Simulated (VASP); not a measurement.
ZrSeBr, 6 atoms in the cell. Symmetry: P6_3/mmc, No. 194, hexagonal system. The conventional cell has a = 4.890 Å, b = 4.890 Å, c = 6.231 Å, α = 90.00°, β = 90.00°, γ = 120.00°. Within 3.7 Å of Zr (site symmetry -6m2) lie 5 Se at 2.82 to 3.12 Å and 6 Br at 3.22 Å. Within 3.7 Å of Se (site symmetry -6m2) lie 5 Zr at 2.82 to 3.12 Å and 6 Br at 3.22 Å. Br (site symmetry -3m) has 2 Br at 3.12 Å and 6 Zr at 3.22 Å and 6 Se at 3.22 Å within 4.1 Å. The cell was generated, and may not be a known phase.

| Quantity | Value |
| --- | --- |
| Program | VASP 6.6.1 |
| Task | relaxation of cell and atoms |
| Functional | PBE |
| Potentials or basis | VASP PAW PBE potentials, release 64 (Zr_sv, Se, Br) |
| Cutoff | 600 eV |
| k mesh | 12 × 12 × 6 |
| Occupations | gaussian, width 0.1 eV |
| Spin | no spin polarisation |
| Dipole correction | no |
| Further INCAR settings | ALGO = Normal; EDIFF = 1e-07; IBRION = 2; EDIFFG = -0.01; NSW = 100; ISIF = 3 |

Potentials or basis: VASP PAW PBE potentials, release 64 (Zr_sv, Se, Br).

Launch:

```bash
$ cat potpaw_PBE.64/Zr_sv/POTCAR potpaw_PBE.64/Se/POTCAR potpaw_PBE.64/Br/POTCAR > POTCAR
$ mpirun -np 1 vasp_std > vasp.out
```

Hardware: 1 thread of AMD EPYC 7R13 Processor (Zen 3) (shared host).

Task: Estimate the wall time of this run.

Result: It took 11 min on 1 thread of AMD EPYC 7R13 Processor (Zen 3) (shared host), peak memory 0.49 GiB. Counts: scf iterations 32, k points 76, ion steps 3.
